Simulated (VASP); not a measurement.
# Pd (I4/mmm) in VASP: single point with BLYP

Aim: the single point of Pd with BLYP.

Everything below comes from runs of VASP 6.6.1. Logs are shortened: lines on timing, memory, paths and dates and some standing lists are left out, and cuts for length are marked.

**1. The cell of the first run**

The typed cell holds 2 atoms: a = 2.848 Å, b = 2.848 Å, c = 4.030 Å, α = 90.00°, β = 90.00°, γ = 90.00°.

**2. Single point, BLYP, collinear spin (16.34 Å³/atom)**

Contents of INCAR:

```
PREC = Accurate
ENCUT = 520
EDIFF = 1E-6
ISMEAR = -1
SIGMA = 0.05
LREAL = F
LASPH = T
NELM = 150
ALGO = Normal
ISIF = 2
LWAVE = F
LCHARG = F
ISPIN = 2
MAGMOM = 0.5 -0.5
LORBIT = 11
LMAXMIX = 4
GGA = B5
ALDAX = 1.0
AGGAX = 1.0
AGGAC = 1.0
ALDAC = 0.0
NBANDS = 21
```

Contents of KPOINTS:

```
Automatic mesh
0
Gamma
  18 18 13
```

Contents of POSCAR:

```
Pd
1.0
    2.8477610810      0.0000000000      0.0000000000
    0.0000000000      2.8477610810      0.0000000000
    0.0000000000      0.0000000000      4.0299217005
Pd
2
Direct
    1.0000000000      0.0000000000      0.0000000000
    0.5000000000      0.5000000000      0.5000000000
```

Potentials or basis: VASP PAW PBE potentials, release 64 (Pd).

On the command line:

```console
$ cat potpaw_PBE.64/Pd/POTCAR > POTCAR
$ mpirun -np 1 vasp_std > vasp.out
```

OUTCAR:

```text
PREC = Accurate
   ENCUT = 520
   EDIFF = 1E-6
   ISMEAR = -1
   LREAL = F
   LASPH = T
   NELM = 150
   ISIF = 2
   ISPIN = 2
   LORBIT = 11
   GGA = B5

 ion  position               nearest neighbor table
   1  0.000  0.000  0.000-   2 2.85   2 2.85   2 2.85   2 2.85   2 2.85   2 2.85   2 2.85   2 2.85

   2  0.500  0.500  0.500-   1 2.85   1 2.85   1 2.85   1 2.85   1 2.85   1 2.85   1 2.85   1 2.85

  LATTYP: Found a simple tetragonal cell.
 ALAT       =     2.8477610810
 C/A-ratio  =     1.4151193116

  Lattice vectors:

 A1 = (   2.8477610810,   0.0000000000,   0.0000000000)
 A2 = (   0.0000000000,   2.8477610810,   0.0000000000)
 A3 = (   0.0000000000,   0.0000000000,   4.0299217005)

Analysis of symmetry for initial positions (statically):
=====================================================================
 Subroutine PRICEL returns following result:

  LATTYP: Found a body centered tetragonal cell.
 ALAT       =     2.8477610810
 C/A-ratio  =     1.4151193116

  Lattice vectors:

 A1 = (   1.4238805405,  -1.4238805405,  -2.0149608503)
 A2 = (  -1.4238805405,   1.4238805405,  -2.0149608503)
 A3 = (   1.4238805405,   1.4238805405,   2.0149608503)

   2 primitive cells build up your supercell.

 Routine SETGRP: Setting up the symmetry group for a
 simple tetragonal supercell.

 Subroutine GETGRP returns: Found 16 space group operations
 (whereof 16 operations were pure point group operations)
 out of a pool of 16 trial point group operations.

The static configuration has the point symmetry D_4h.

Analysis of symmetry for dynamics (positions and initial velocities):
=====================================================================
 Subroutine PRICEL returns following result:

  LATTYP: Found a body centered tetragonal cell.
 ALAT       =     2.8477610810
 C/A-ratio  =     1.4151193116

  Lattice vectors:

 A1 = (   1.4238805405,  -1.4238805405,  -2.0149608503)
 A2 = (  -1.4238805405,   1.4238805405,  -2.0149608503)
 A3 = (   1.4238805405,   1.4238805405,   2.0149608503)

   2 primitive cells build up your supercell.

 Routine SETGRP: Setting up the symmetry group for a
 simple tetragonal supercell.

 Subroutine GETGRP returns: Found 16 space group operations
 (whereof 16 operations were pure point group operations)
 out of a pool of 16 trial point group operations.

The dynamic configuration has the point symmetry D_4h.

Analysis of structural, dynamic, and magnetic symmetry:
=====================================================================
 Subroutine PRICEL returns following result:

  LATTYP: Found a body centered tetragonal cell.
 ALAT       =     2.8477610810
 C/A-ratio  =     1.4151193116

  Lattice vectors:

 A1 = (   1.4238805405,  -1.4238805405,  -2.0149608503)
 A2 = (  -1.4238805405,   1.4238805405,  -2.0149608503)
 A3 = (   1.4238805405,   1.4238805405,   2.0149608503)

   2 primitive cells build up your supercell.

 Routine SETGRP: Setting up the symmetry group for a
 simple tetragonal supercell.

 Subroutine GETGRP returns: Found 16 space group operations
 (whereof 16 operations were pure point group operations)
 out of a pool of 16 trial point group operations.

The overall configuration has the point symmetry D_4h.

 Subroutine INISYM returns: Found 16 space group operations
 (whereof 16 operations are pure point group operations),
 and found     2 'primitive' translations

----------------------------------------------------------------------------------------

                                     Primitive cell

  volume of cell :      16.3408

  direct lattice vectors                    reciprocal lattice vectors
     1.423880540 -1.423880540 -2.014960850     0.351153054  0.000000000 -0.248143779
    -1.423880540  1.423880540 -2.014960850     0.000000000  0.351153054 -0.248143779
     1.423880540  1.423880540  2.014960850     0.351153054  0.351153054  0.000000000

  length of vectors
     2.848673168  2.848673168  2.848673168     0.429981165  0.429981165  0.496605411

  position of ions in fractional coordinates (direct lattice)
     0.000000000  0.000000000  0.000000000

  ion indices of the primitive-cell ions
   primitive index   ion index
                 1           1

----------------------------------------------------------------------------------------

 KPOINTS: Automatic mesh

Automatic generation of k-mesh.
 Grid dimensions read from file:
 generate k-points for:   18   18   13

 Generating k-lattice:

  Cartesian coordinates                     Fractional coordinates (reciprocal lattice)
     0.019508503  0.000000000  0.000000000     0.055555556  0.000000000  0.000000000
     0.000000000  0.019508503  0.000000000     0.000000000  0.055555556  0.000000000
     0.000000000  0.000000000  0.019087983     0.000000000  0.000000000  0.076923077

  Length of vectors
     0.019508503  0.019508503  0.019087983

  Shift w.r.t. Gamma in fractional coordinates (k-lattice)
     0.000000000  0.000000000  0.000000000

 Subroutine IBZKPT returns following result:
 ===========================================

 Found    385 irreducible k-points:

 Following reciprocal coordinates:
            Coordinates               Weight
  0.000000  0.000000  0.000000      1.000000
  0.055556  0.000000  0.000000      4.000000
  0.111111  0.000000  0.000000      4.000000
  0.166667  0.000000  0.000000      4.000000
  0.222222  0.000000  0.000000      4.000000
  0.277778  0.000000  0.000000      4.000000
[... 16 lines left out ...]
  0.277778  0.111111  0.000000      8.000000
  0.333333  0.111111  0.000000      8.000000
 [... further k-points ...]
   k-points           NKPTS =    385   k-points in BZ     NKDIM =    385   number of bands    NBANDS=     21
   number of dos      NEDOS =    301   number of ions     NIONS =      2
   total plane-waves  NPLWV =  17280
   dimension x,y,z NGX =    24 NGY =   24 NGZ =   30
   dimension x,y,z NGXF=    48 NGYF=   48 NGZF=   60
   ions per type =               2
   NGX,Y,Z   is equivalent  to a cutoff of  14.01, 14.01, 12.38 a.u.
   NGXF,Y,Z  is equivalent  to a cutoff of  28.02, 28.02, 24.75 a.u.
 SYSTEM =  unknown system
   PREC   = accura    normal or accurate (medium, high low for compatibility)
   ISTART =      0    job   : 0-new  1-cont  2-samecut
   ICHARG =      2    charge: 1-file 2-atom 10-const
   ISPIN  =      2    spin polarized calculation?
   LNONCOLLINEAR =      F non collinear calculations
   LSORBIT =      F    spin-orbit coupling
   LASPH  =      T    aspherical Exc in radial PAW
   ENCUT  =  520.0 eV  38.22 Ry    6.18 a.u.   5.29  5.29  7.49*2*pi/ulx,y,z
   NELM   =    150;   NELMIN=  2; NELMDL= -5     # of ELM steps
   EDIFF  = 0.1E-05   stopping-criterion for ELM
   LREAL  =      F    real-space projection
   EDIFFG = 0.1E-04   stopping-criterion for IOM
   NSW    =      0    number of steps for IOM
   IBRION =     -1    ionic relax: 0-MD 1-quasi-New 2-CG
   NFREE  =      0    steps in history (QN), initial steepest desc. (CG)
   ISIF   =      2    stress and relaxation
   ISYM   =      2    0-nonsym 1-usesym 2-fastsym
   POTIM  = 0.5000    time-step for ionic-motion
   TEBEG  =    0.0;   TEEND  =   0.0 temperature during run
   PSTRESS=    0.0 pullay stress
   NELECT =      20.0000    total number of electrons
   NUPDOWN=      -1.0000    fix difference up-down
   EMIN   =  10.00;   EMAX   =-10.00  energy-range for DOS
   EFERMI =   0.00;   METHOD = LEGACY
   ISMEAR =    -1;   SIGMA  =   0.05  broadening in eV -4-tet -1-fermi 0-gaus
   EFERMI_NEDOS =   21; number of points for ismear=-14 and -15
   IALGO  =     38    algorithm
   IMIX   =      4    mixing-type and parameters
     AMIX     =   0.40;   BMIX     =  1.00
     AMIX_MAG =   1.60;   BMIX_MAG =  1.00
  volume/ion in A,a.u.               =      16.34       110.27
  Fermi-wavevector in a.u.,A,eV,Ry     =   1.389900  2.626530 26.284039  1.931822
  Thomas-Fermi vector in A             =   2.513887
   LORBIT       =     11    0 simple, 1 ext, 2 COOP (PROOUT), +10 PAW based schemes
   GGA     = B5    functional components
   LHFCALC =     F    Hartree Fock is set to
   AEXX    =    0.0000 exact exchange contribution
   IVDW    =     0    specifies the selected vdW correction
   LEPSILON=     F    determine dielectric tensor
   LRPA    =     F    only Hartree local field effects (RPA)
 spin polarized calculation
  energy-cutoff  :      520.00
  volume of cell :       32.68
 maximum number of plane-waves:       903
 NGX is ok and might be reduce to    24
   NGX = 11   NGY = 11   NGZ = 15

 number of electron      19.9999993 magnetization      -0.0000000

 number of electron      19.9999993 magnetization       0.0000000

 Free energy of the ion-electron system (eV)
  ---------------------------------------------------
  ext. energy  EPLUGINS =         0.00000000
  ---------------------------------------------------
  free energy    TOTEN  =        -8.78078160 eV

  energy without entropy =       -8.73847991  energy(sigma->0) =       -8.75963076

 E-fermi :   8.6505     XC(G=0): -11.9364

 val. band max:        8.6503482599   @ k =   0.2222   0.1667   0.1538
 cond. band min:       8.6506241840   @ k =   0.2778   0.2778   0.1538
 fundamental gap:      0.0002759240
 Fermi energy:         8.6504624561

 spin component 1

 k-point     1 :       0.0000    0.0000    0.0000
  band No.  band energies     occupation
      1       2.4159      1.00000
      2       4.1122      1.00000
      3       4.3302      1.00000
      4       6.2280      1.00000
      5       6.2326      1.00000
      6       6.2326      1.00000
[... 13 lines left out ...]
     20      30.0669      0.00000
     21      30.0669      0.00000

 k-point     2 :       0.0556    0.0000    0.0000
  band No.  band energies     occupation
      1       2.4850      1.00000
      2       4.1534      1.00000
      3       4.3685      1.00000
      4       6.2078      1.00000
      5       6.2528      1.00000
      6       6.2570      1.00000
[... 13 lines left out ...]
     20      29.9814      0.00000
     21      30.2019      0.00000
[... 487 lines left out ...]
      5       6.4614      1.00000
      6       6.5732      1.00000
[... 13 lines left out ...]
     20      30.2181      0.00000
     21      33.3880      0.00000

 k-point    24 :       0.3333    0.1111    0.0000
  band No.  band energies     occupation
      1       4.5752      1.00000
      2       5.1404      1.00000
      3       5.4932      1.00000
      4       5.6134      1.00000
      5       6.1170      1.00000
      6       6.4165      1.00000
[... 13 lines left out ...]
     20      30.2190      0.00000
     21      33.2754      0.00000

 [... further k-points ...]

 spin component 2

 k-point     1 :       0.0000    0.0000    0.0000
  band No.  band energies     occupation
      1       2.4159      1.00000
      2       4.1122      1.00000
      3       4.3302      1.00000
      4       6.2280      1.00000
      5       6.2326      1.00000
      6       6.2326      1.00000
[... 13 lines left out ...]
     20      30.0669      0.00000
     21      30.0669      0.00000

 k-point     2 :       0.0556    0.0000    0.0000
  band No.  band energies     occupation
      1       2.4850      1.00000
      2       4.1534      1.00000
      3       4.3685      1.00000
      4       6.2078      1.00000
      5       6.2528      1.00000
      6       6.2570      1.00000
[... 13 lines left out ...]
     20      29.9814      0.00000
     21      30.2019      0.00000
[... 487 lines left out ...]
      5       6.4614      1.00000
      6       6.5732      1.00000
[... 13 lines left out ...]
     20      30.2181      0.00000
     21      33.3880      0.00000

 k-point    24 :       0.3333    0.1111    0.0000
  band No.  band energies     occupation
      1       4.5752      1.00000
      2       5.1404      1.00000
      3       5.4932      1.00000
      4       5.6134      1.00000
      5       6.1170      1.00000
      6       6.4165      1.00000
[... 13 lines left out ...]
     20      30.2190      0.00000
     21      33.2754      0.00000

 [... further k-points ...]

------------------------ aborting loop because EDIFF is reached ----------------------------------------

  FORCE on cell =-STRESS in cart. coord.  units (eV):
  Direction    XX          YY          ZZ          XY          YZ          ZX
  --------------------------------------------------------------------------------------
  -------------------------------------------------------------------------------------
  Total        0.0424104      0.0424104      0.0308978      0.0000000      0.0000000     -0.0000000
  in kB        2.0791196      2.0791196      1.5147258      0.0000000      0.0000000     -0.0000000
  external PRESSURE =       1.8909883 kB  Pullay stress =       0.0000000 kB

 VOLUME and BASIS-vectors are now :
 -----------------------------------------------------------------------------
  energy-cutoff  :      520.00
  volume of cell :       32.68
      direct lattice vectors                 reciprocal lattice vectors
     2.847761081  0.000000000  0.000000000     0.351153054  0.000000000  0.000000000
     0.000000000  2.847761081  0.000000000     0.000000000  0.351153054  0.000000000
     0.000000000  0.000000000  4.029921701     0.000000000  0.000000000  0.248143779

 POSITION                                       TOTAL-FORCE (eV/Angst)
 -----------------------------------------------------------------------------------
      0.00000      0.00000      0.00000         0.000000     -0.000000      0.000000
      1.42388      1.42388      2.01496        -0.000000      0.000000      0.000000
 -----------------------------------------------------------------------------------
    total drift:                                0.000000      0.000000     -0.000000

  FREE ENERGIE OF THE ION-ELECTRON SYSTEM (eV)
  ---------------------------------------------------
  free  energy   TOTEN  =        -8.7807816038 eV

  energy  without entropy=       -8.7384799119  energy(sigma->0) =       -8.75963076

 total charge

# of ion       s       p       d       tot
------------------------------------------
    1        0.431   0.364   8.494   9.289
    2        0.431   0.364   8.494   9.289
--------------------------------------------------
tot          0.862   0.728  16.988  18.577

 magnetization (x)

# of ion       s       p       d       tot
------------------------------------------
    1        0.000   0.000   0.000   0.000
    2       -0.000  -0.000  -0.000  -0.000
--------------------------------------------------
tot          0.000   0.000   0.000   0.000
```

Run time: 2.1 min. Hardware: 1 thread of Intel Xeon 6975P-C (Granite Rapids), shared host; peak memory 0.43 GiB.

What came out:

```
Free energy                                           : -8.7808 eV
Pressure                                              : 0.2 GPa
Band gap on the k mesh                                : zero (filled and empty bands overlap)
Net moment                                            : 0.00 μB per cell
Valence electrons inside the program's atomic spheres : Pd 9.29
```

Caveat: the PAW data sets were made with another functional, which shifts forces and pressure a little.
